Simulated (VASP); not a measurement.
# GaO (P-6m2) in VASP: further runs

The runs below take GaO through single point, relaxation of cell and atoms, with PBEsol.

Everything below comes from runs of VASP 6.6.1. Logs are shortened: lines on timing, memory, paths and dates and some standing lists are left out, and cuts for length are marked.

**1. The cell of the first run**

It takes space group P-6m2 (No. 187, hexagonal). Conventional cell: a = 3.075 Å, b = 3.075 Å, c = 13.077 Å, α = 90.00°, β = 90.00°, γ = 120.00°. Within 2.6 Å of Ga (site symmetry 3m) lie 1 Ga at 1.96 Å and 3 O at 2.03 Å. Ga (site symmetry 3m) has 1 Ga at 1.96 Å and 3 O at 2.03 Å within 2.6 Å. O (site symmetry 3m) has 3 Ga at 2.03 Å within 2.7 Å. O (site symmetry 3m) has 3 Ga at 2.03 Å within 2.7 Å.

**2. Single point, PBEsol**

INCAR reads:

```
SYSTEM = GaO
PREC     = Accurate       ! precision mode
ENCUT    = 1340           ! plane-wave cutoff, eV
EDIFF    = 1E-6           ! SCF threshold, eV
ISMEAR   = 0              ! smearing method
SIGMA    = 0.1            ! smearing width, eV
LREAL    = .False.        ! projectors in reciprocal space
LASPH    = .True.         ! aspherical terms in the spheres
NELM     = 120            ! most SCF steps
ALGO     = Normal         ! electronic algorithm
ISIF     = 2              ! what is computed and relaxed
LWAVE    = .False.        ! write WAVECAR
LCHARG   = .False.        ! write CHGCAR
GGA      = PS             ! functional
NBANDS   = 48             ! bands
GGA_COMPAT= .False.
```

KPOINTS reads:

```
Automatic mesh
0
Gamma
  6 6 2
  0 0 0
```

POSCAR reads:

```
GaO
1.0
    3.0748270013      0.0000000000      0.0000000000
   -1.5374135007      2.6628782954      0.0000000000
    0.0000000000      0.0000000000     13.0772611570
Ga O
4 4
Direct
    0.3333333333      0.6666666667      0.4250000000
    0.3333333333      0.6666666667      0.5750000000
    0.0000000000      0.0000000000      0.0750000000
    0.0000000000      0.0000000000      0.9250000000
    0.6666666667      0.3333333333      0.1500000000
    0.6666666667      0.3333333333      0.8500000000
    0.0000000000      0.0000000000      0.3500000000
    0.0000000000      0.0000000000      0.6500000000
```

Potentials or basis: VASP PAW PBE potentials, release 64 (Ga_d, O_h).

Command:

```bash
> cat potpaw_PBE.64/Ga_d/POTCAR potpaw_PBE.64/O_h/POTCAR > POTCAR
> mpirun -np 1 vasp_std > vasp.out
```

OUTCAR:

```text
SYSTEM = GaO
   PREC = Accurate
   ENCUT = 1340
   EDIFF = 1E-6
   ISMEAR = 0
   LREAL = .False.
   LASPH = .True.
   NELM = 120
   ISIF = 2
   GGA = PS

 ion  position               nearest neighbor table
   1  0.333  0.667  0.425-   2 1.96   7 2.03   7 2.03   7 2.03
   2  0.333  0.667  0.575-   1 1.96   8 2.03   8 2.03   8 2.03
   3  0.000  0.000  0.075-   4 1.96   5 2.03   5 2.03   5 2.03
   4  0.000  0.000  0.925-   3 1.96   6 2.03   6 2.03   6 2.03
   5  0.667  0.333  0.150-   3 2.03   3 2.03   3 2.03
   6  0.667  0.333  0.850-   4 2.03   4 2.03   4 2.03
   7  0.000  0.000  0.350-   1 2.03   1 2.03   1 2.03
   8  0.000  0.000  0.650-   2 2.03   2 2.03   2 2.03

  LATTYP: Found a hexagonal cell.
 ALAT       =     3.0748270013
 C/A-ratio  =     4.2530071290

  Lattice vectors:

 A1 = (   3.0748270013,   0.0000000000,   0.0000000000)
 A2 = (  -1.5374135007,   2.6628782954,   0.0000000000)
 A3 = (   0.0000000000,   0.0000000000,  13.0772611570)

Analysis of symmetry for initial positions (statically):
=====================================================================
 Subroutine PRICEL returns:
 Original cell was already a primitive cell.

 Routine SETGRP: Setting up the symmetry group for a
 hexagonal supercell.

 Subroutine GETGRP returns: Found 12 space group operations
 (whereof 12 operations were pure point group operations)
 out of a pool of 24 trial point group operations.

The static configuration has the point symmetry D_3h.

Analysis of symmetry for dynamics (positions and initial velocities):
=====================================================================
 Subroutine PRICEL returns:
 Original cell was already a primitive cell.

 Routine SETGRP: Setting up the symmetry group for a
 hexagonal supercell.

 Subroutine GETGRP returns: Found 12 space group operations
 (whereof 12 operations were pure point group operations)
 out of a pool of 24 trial point group operations.

The dynamic configuration has the point symmetry D_3h.

 Subroutine INISYM returns: Found 12 space group operations
 (whereof 12 operations are pure point group operations),
 and found     1 'primitive' translations

----------------------------------------------------------------------------------------

                                     Primitive cell

  volume of cell :     107.0752

  direct lattice vectors                    reciprocal lattice vectors
     3.074827001  0.000000000  0.000000000     0.325221549  0.187766749  0.000000000
    -1.537413501  2.662878295  0.000000000     0.000000000  0.375533498  0.000000000
     0.000000000  0.000000000 13.077261157     0.000000000  0.000000000  0.076468611

  length of vectors
     3.074827001  3.074827001 13.077261157     0.375533498  0.375533498  0.076468611

  position of ions in fractional coordinates (direct lattice)
     0.333333333  0.666666667  0.425000000
     0.333333333  0.666666667  0.575000000
     0.000000000  0.000000000  0.075000000
     0.000000000  0.000000000  0.925000000
     0.666666667  0.333333333  0.150000000
     0.666666667  0.333333333  0.850000000
     0.000000000  0.000000000  0.350000000
     0.000000000  0.000000000  0.650000000

  ion indices of the primitive-cell ions
   primitive index   ion index
                 1           1
                 2           2
                 3           3
                 4           4
                 5           5
                 6           6
                 7           7
                 8           8

----------------------------------------------------------------------------------------

 KPOINTS: Automatic mesh

Automatic generation of k-mesh.
 Grid dimensions read from file:
 generate k-points for:    6    6    2

 Generating k-lattice:

  Cartesian coordinates                     Fractional coordinates (reciprocal lattice)
     0.054203591  0.031294458  0.000000000     0.166666667  0.000000000  0.000000000
     0.000000000  0.062588916  0.000000000     0.000000000  0.166666667  0.000000000
     0.000000000  0.000000000  0.038234306     0.000000000  0.000000000  0.500000000

  Length of vectors
     0.062588916  0.062588916  0.038234306

  Shift w.r.t. Gamma in fractional coordinates (k-lattice)
     0.000000000  0.000000000  0.000000000

 Subroutine IBZKPT returns following result:
 ===========================================

 Found     14 irreducible k-points:

 Following reciprocal coordinates:
            Coordinates               Weight
  0.000000  0.000000  0.000000      1.000000
  0.166667  0.000000  0.000000      6.000000
  0.333333  0.000000  0.000000      6.000000
  0.500000 -0.000000  0.000000      3.000000
  0.166667  0.166667  0.000000      6.000000
  0.333333  0.166667  0.000000     12.000000
  0.333333  0.333333  0.000000      2.000000
  0.000000  0.000000  0.500000      1.000000
  0.166667  0.000000  0.500000      6.000000
  0.333333  0.000000  0.500000      6.000000
  0.500000 -0.000000  0.500000      3.000000
  0.166667  0.166667  0.500000      6.000000
  0.333333  0.166667  0.500000     12.000000
  0.333333  0.333333  0.500000      2.000000
   k-points           NKPTS =     14   k-points in BZ     NKDIM =     14   number of bands    NBANDS=     48
   number of dos      NEDOS =    301   number of ions     NIONS =      8
   total plane-waves  NPLWV = 256000
   dimension x,y,z NGX =    40 NGY =   40 NGZ =  160
   dimension x,y,z NGXF=    80 NGYF=   80 NGZF=  320
   ions per type =               4   4
   NGX,Y,Z   is equivalent  to a cutoff of  21.63, 21.63, 20.34 a.u.
   NGXF,Y,Z  is equivalent  to a cutoff of  43.25, 43.25, 40.68 a.u.
 SYSTEM =  GaO
   PREC   = accura    normal or accurate (medium, high low for compatibility)
   ISTART =      0    job   : 0-new  1-cont  2-samecut
   ICHARG =      2    charge: 1-file 2-atom 10-const
   ISPIN  =      1    spin polarized calculation?
   LNONCOLLINEAR =      F non collinear calculations
   LSORBIT =      F    spin-orbit coupling
   LASPH  =      T    aspherical Exc in radial PAW
   ENCUT  = 1340.0 eV  98.49 Ry    9.92 a.u.   9.18  9.18 39.03*2*pi/ulx,y,z
   NELM   =    120;   NELMIN=  2; NELMDL= -5     # of ELM steps
   EDIFF  = 0.1E-05   stopping-criterion for ELM
   LREAL  =      F    real-space projection
   EDIFFG = 0.1E-04   stopping-criterion for IOM
   NSW    =      0    number of steps for IOM
   IBRION =     -1    ionic relax: 0-MD 1-quasi-New 2-CG
   NFREE  =      0    steps in history (QN), initial steepest desc. (CG)
   ISIF   =      2    stress and relaxation
   ISYM   =      2    0-nonsym 1-usesym 2-fastsym
   POTIM  = 0.5000    time-step for ionic-motion
   TEBEG  =    0.0;   TEEND  =   0.0 temperature during run
   PSTRESS=    0.0 pullay stress
   NELECT =      76.0000    total number of electrons
   NUPDOWN=      -1.0000    fix difference up-down
   EMIN   =  10.00;   EMAX   =-10.00  energy-range for DOS
   EFERMI =   0.00;   METHOD = LEGACY
   ISMEAR =     0;   SIGMA  =   0.10  broadening in eV -4-tet -1-fermi 0-gaus
   EFERMI_NEDOS =   21; number of points for ismear=-14 and -15
   IALGO  =     38    algorithm
   IMIX   =      4    mixing-type and parameters
     AMIX     =   0.40;   BMIX     =  1.00
     AMIX_MAG =   1.60;   BMIX_MAG =  1.00
  volume/ion in A,a.u.               =      13.38        90.32
  Fermi-wavevector in a.u.,A,eV,Ry     =   1.460326  2.759616 29.015124  2.132551
  Thomas-Fermi vector in A             =   2.576789
   LORBIT       =      0    0 simple, 1 ext, 2 COOP (PROOUT), +10 PAW based schemes
   GGA     = PS    functional components
   LHFCALC =     F    Hartree Fock is set to
   AEXX    =    0.0000 exact exchange contribution
   IVDW    =     0    specifies the selected vdW correction
   LEPSILON=     F    determine dielectric tensor
   LRPA    =     F    only Hartree local field effects (RPA)
 non-spin polarized calculation
 Gauss-broadening in eV      SIGMA  =   0.10
  energy-cutoff  :     1340.00
  volume of cell :      107.08
 maximum number of plane-waves:     11952
 NGX is ok and might be reduce to    40
   NGX = 19   NGY = 19   NGZ = 79

 number of electron      76.0000005 magnetization

 Free energy of the ion-electron system (eV)
  ---------------------------------------------------
  ext. energy  EPLUGINS =         0.00000000
  ---------------------------------------------------
  free energy    TOTEN  =       -41.61157306 eV

  energy without entropy =      -41.61157306  energy(sigma->0) =      -41.61157306

 E-fermi :   3.5217     XC(G=0): -10.8310

 val. band max:        3.0958682809   @ k =   0.0000   0.0000   0.0000
 cond. band min:       4.7698820375   @ k =   0.5000  -0.0000   0.0000
 fundamental gap:      1.6740137565
 Fermi energy:         3.5217274319

 k-point     1 :       0.0000    0.0000    0.0000
  band No.  band energies     occupation
      1     -14.7646      2.00000
      2     -14.6088      2.00000
      3     -14.6052      2.00000
      4     -14.4415      2.00000
      5     -11.9209      2.00000
      6     -11.8679      2.00000
[... 40 lines left out ...]
     47      13.6596      0.00000
     48      14.6766      0.00000

 k-point     2 :       0.1667    0.0000    0.0000
  band No.  band energies     occupation
      1     -14.6012      2.00000
      2     -14.4725      2.00000
      3     -14.4599      2.00000
      4     -14.3263      2.00000
      5     -11.9112      2.00000
      6     -11.8583      2.00000
[... 40 lines left out ...]
     47      13.4574      0.00000
     48      13.8728      0.00000

 k-point     3 :       0.3333    0.0000    0.0000
  band No.  band energies     occupation
      1     -14.2882      2.00000
      2     -14.2100      2.00000
      3     -14.1900      2.00000
      4     -14.1101      2.00000
      5     -11.8921      2.00000
      6     -11.8393      2.00000
[... 550 lines left out ...]
     47      12.3225      0.00000
     48      12.4107      0.00000

 k-point    14 :       0.3333    0.3333    0.5000
  band No.  band energies     occupation
      1     -14.0757      2.00000
      2     -14.0254      2.00000
      3     -14.0222      2.00000
      4     -13.9719      2.00000
      5     -11.8772      2.00000
      6     -11.8245      2.00000
[... 40 lines left out ...]
     47      12.9385      0.00000
     48      13.0334      0.00000

------------------------ aborting loop because EDIFF is reached ----------------------------------------

  FORCE on cell =-STRESS in cart. coord.  units (eV):
  Direction    XX          YY          ZZ          XY          YZ          ZX
  --------------------------------------------------------------------------------------
  -------------------------------------------------------------------------------------
  Total       -7.3574517     -7.3574517     23.6986450      0.0000000     -0.0000000      0.0000000
  in kB     -110.0903374   -110.0903374    354.6053602      0.0000000     -0.0000000      0.0000000
  external PRESSURE =      44.8082285 kB  Pullay stress =       0.0000000 kB

 VOLUME and BASIS-vectors are now :
 -----------------------------------------------------------------------------
  energy-cutoff  :     1340.00
  volume of cell :      107.08
      direct lattice vectors                 reciprocal lattice vectors
     3.074827001  0.000000000  0.000000000     0.325221549  0.187766749  0.000000000
    -1.537413501  2.662878295  0.000000000     0.000000000  0.375533498  0.000000000
     0.000000000  0.000000000 13.077261157     0.000000000  0.000000000  0.076468611

 POSITION                                       TOTAL-FORCE (eV/Angst)
 -----------------------------------------------------------------------------------
     -0.00000      1.77525      5.55784        -0.000000      0.000000    -11.256265
     -0.00000      1.77525      7.51943        -0.000000      0.000000     11.256265
      0.00000      0.00000      0.98079         0.000000     -0.000000     11.260269
      0.00000      0.00000     12.09647         0.000000     -0.000000    -11.260269
      1.53741      0.88763      1.96159         0.000000      0.000000     -2.645421
      1.53741      0.88763     11.11567        -0.000000     -0.000000      2.645421
      0.00000      0.00000      4.57704        -0.000000     -0.000000      2.641231
      0.00000      0.00000      8.50022        -0.000000     -0.000000     -2.641231
 -----------------------------------------------------------------------------------
    total drift:                               -0.000000      0.000000     -0.000000

  FREE ENERGIE OF THE ION-ELECTRON SYSTEM (eV)
  ---------------------------------------------------
  free  energy   TOTEN  =       -41.6115730620 eV

  energy  without entropy=      -41.6115730620  energy(sigma->0) =      -41.61157306
```

Run time: 6.6 min. Hardware: 1 thread of AMD EPYC 7R43 (Zen 3), shared host; peak memory 0.61 GiB.

Results:

* Free energy: -41.6116 eV
* Pressure: 4.5 GPa
* Largest force: 11.260 eV/Å
* Band gap on the k mesh: 1.67 eV (least direct gap 1.95 eV)

Forces in eV/Å, atoms in the order of the input:
```
Ga    0.000   0.000 -11.256
Ga    0.000   0.000  11.256
Ga    0.000   0.000  11.260
Ga    0.000   0.000 -11.260
O     0.000   0.000  -2.645
O     0.000   0.000   2.645
O     0.000   0.000   2.641
O     0.000   0.000  -2.641
```

Caveat: the stress differs along the axes, from -11 to 35 GPa; the PAW data sets were made with another functional, which shifts forces and pressure a little. A k mesh can miss the band edges.

**3. Relaxation of cell and atoms, PBEsol**

This run uses another cell than the first one, of 13.56 Å³/atom.

INCAR reads:

```
PREC = Accurate ; ENCUT = 600
EDIFF = 1E-6 ; ISMEAR = 0
SIGMA = 0.02 ; LREAL = F
LASPH = T ; NELM = 80
ALGO = Normal ; ISIF = 3
LWAVE = F ; LCHARG = F
GGA = PS ; IBRION = 2
NSW = 100 ; EDIFFG = -0.005
```

KPOINTS reads:

```
regular mesh
0
Gamma
  12 12 2
```

POSCAR reads:

```
GaO
1.0
    3.0608126998      0.0000000000      0.0000000000
   -1.5304063499      2.6507415542      0.0000000000
    0.0000000000      0.0000000000     13.3691815261
Ga O
4 4
Direct
    0.3333333333      0.6666666667      0.4074935423
    0.3333333333      0.6666666667      0.5925064577
    0.0000000000      0.0000000000      0.0925134695
    0.0000000000      0.0000000000      0.9074865305
    0.6666666667      0.3333333333      0.1469394213
    0.6666666667      0.3333333333      0.8530605787
    0.0000000000      0.0000000000      0.3529581230
    0.0000000000      0.0000000000      0.6470418770
```

Potentials or basis: VASP PAW PBE potentials, release 64 (Ga_d, O).

Command:

```bash
> cat potpaw_PBE.64/Ga_d/POTCAR potpaw_PBE.64/O/POTCAR > POTCAR
> mpirun -np 1 vasp_std > vasp.out
```

Run time: 17 min. Hardware: 1 thread of Intel Xeon 6975P-C (Granite Rapids), shared host; peak memory 0.35 GiB.

The run converged. Its results:

```yaml
Free_energy: -46.1147 eV
Relaxed_volume: 13.44 Å³/atom
Relaxed_cell: a = 3.063 Å, b = 3.063 Å, c = 13.232 Å, α = 90.00°, β = 90.00°, γ = 120.00°
Space_group_after_relaxing_to_0.1_Å: P-6m2 (No. 187)
Energy_gained_by_relaxing: 0.1 meV/atom
Ionic_steps: 22
Pressure_after_relaxing: 0.0 GPa
Band_gap_on_the_k_mesh: 1.20 eV (least direct gap 1.27 eV)
```

Forces in eV/Å, atoms in the order of the input:
```
Ga   0.000  0.000  0.002
Ga   0.000  0.000 -0.002
Ga   0.000  0.000 -0.001
Ga   0.000  0.000  0.001
O    0.000  0.000  0.003
O    0.000  0.000 -0.003
O    0.000  0.000 -0.001
O    0.000  0.000  0.001
```

Step by step:
| step | energy change (eV) | largest force (eV/Å) | pressure (GPa) | volume (Å³) |
| --- | --- | --- | --- | --- |
| 1 | 0.0000 | 0.0240 | 0.05 | 108.47 |
| 2 | 0.0000 | 0.0297 | -0.18 | 108.54 |
| 3 | -0.0001 | 0.0074 | -0.07 | 108.51 |
| 4 | -0.0001 | 0.0058 | -0.08 | 108.51 |
| 5 | -0.0001 | 0.0131 | 0.00 | 108.43 |
| 6 | -0.0001 | 0.0139 | 0.00 | 108.42 |
| 7 | -0.0001 | 0.0156 | 0.00 | 108.40 |
| 8 | -0.0001 | 0.0196 | 0.03 | 108.37 |
| 9 | -0.0002 | 0.0157 | 0.03 | 108.34 |
| 10 | -0.0003 | 0.0146 | 0.06 | 108.24 |
| 11 | -0.0004 | 0.0258 | 0.10 | 108.05 |
| 12 | -0.0003 | 0.0618 | 0.20 | 107.67 |
| 13 | -0.0004 | 0.0340 | 0.14 | 107.91 |
| 14 | -0.0004 | 0.0333 | 0.17 | 107.90 |
| 15 | -0.0005 | 0.0310 | 0.10 | 107.87 |
| 16 | -0.0006 | 0.0264 | 0.08 | 107.82 |
| 17 | -0.0007 | 0.0179 | -0.09 | 107.71 |
| 18 | -0.0006 | 0.0158 | -0.31 | 107.50 |
| 19 | -0.0007 | 0.0114 | -0.12 | 107.63 |
| 20 | -0.0007 | 0.0134 | -0.11 | 107.66 |
| 21 | -0.0008 | 0.0107 | -0.08 | 107.61 |
| 22 | -0.0008 | 0.0029 | -0.03 | 107.51 |

Final structure:
```
Ga O
1.0
     3.06297    0.00000    0.00000
    -1.53148    2.65261    0.00000
     0.00000    0.00000   13.23235
Ga O
4 4
Cartesian
  0.0000 1.7684 5.3800
  0.0000 1.7684 7.8524
  0.0000 0.0000 1.2360
  3.0630 0.0000 11.9964
  1.5315 0.8842 1.9631
  1.5315 0.8842 11.2692
  0.0000 0.0000 4.6509
  1.5315 2.6526 8.5814
```

Levels at points of the mesh, in eV from the valence-band top:
```tsv
k point	band 36	band 37	band 38	band 39	band 40	band 41
(0.00, 0.00, 0.00)	-2.06	-1.34	-0.07	1.20	2.24	4.45
(0.50, 0.00, 0.00)	-2.32	-0.50	-0.33	2.61	2.87	5.43
(0.00, 0.00, 0.50)	-2.06	-0.79	-0.69	1.74	1.83	4.62
(0.50, 0.00, 0.50)	-2.43	-0.45	-0.36	2.67	2.79	5.49
```

Caveat: the PAW data sets were made with another functional, which shifts forces and pressure a little. A k mesh can miss the band edges.
